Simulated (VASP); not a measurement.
Runs of VASP 6.6.1 on VO2. The structure is that of space group P4_2/mnm (No. 136), or close to it. The cells are those of the table. 

```tsv
cell	gap on the mesh (eV)	pressure (GPa)	moment (μB)	largest force (eV/Å)
a = 4.438, b = 4.438, c = 2.810 Å, 6 atoms	none	6.7	1.55	0.88
a = 4.500, b = 4.500, c = 2.850 Å, 6 atoms	none	-4.8	1.86	0.60
a = 4.469, b = 4.469, c = 2.830 Å, 6 atoms	none	(c)	(a)	0.74
a = 4.619, b = 4.619, c = 2.925 Å, 6 atoms	none	(b)	1.98	0.10
```

Alike in all rows: task single point; level LDA; potentials or basis VASP PAW LDA potentials, release 64 (V_sv, O); spin collinear, ferromagnetic start; k mesh 5 × 5 × 8; cutoff (eV) 600; smearing fermi-dirac 0.05 eV.

Question: Fill in the values left out.

Answer: (a) 1.77; (b) -22.0; (c) 0.8.

Caveats: semilocal functionals often make such compounds metallic where correlation or magnetic order opens a gap, which also shifts bond lengths; the cell stands under tension (at least some runs); the cell stands under pressure (at least some runs).

A gap of «none» marks levels without a gap at the run's occupations.
